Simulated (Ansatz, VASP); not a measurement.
# Two plane-wave programs on Ge

```xyz
2
Lattice="0.0000 2.8197 2.8197 2.8197 0.0000 2.8197 2.8197 2.8197 0.0000" Properties=species:S:1:pos:R:3 pbc="T T T"
Ge    2.8197    2.8197    2.8197
Ge    4.2295    4.2295    4.2295
```

Alike in both runs: task single point; functional PBEsol; k mesh 14 × 14 × 14; occupations fermi-dirac, width 0.15 eV; no spin polarisation.

```csv
,VASP,Ansatz
version,VASP 6.6.1,Ansatz 0.2.0
potentials or method,"VASP PAW PBE potentials, release 64 (Ge_d), cutoff 520 eV","scalar-relativistic, plane waves, PAW"
valence electrons in the cell,28,28
```

```tsv
	VASP	Ansatz	Ansatz less VASP
gap on the k mesh at the Fermi level (eV)	none	none	-
pressure (GPa)	1.3	1.4	+0.10
```

VASP's potentials were made for PBE, not for PBEsol. A gap of «none» marks a metal or a gap that the smearing closes.
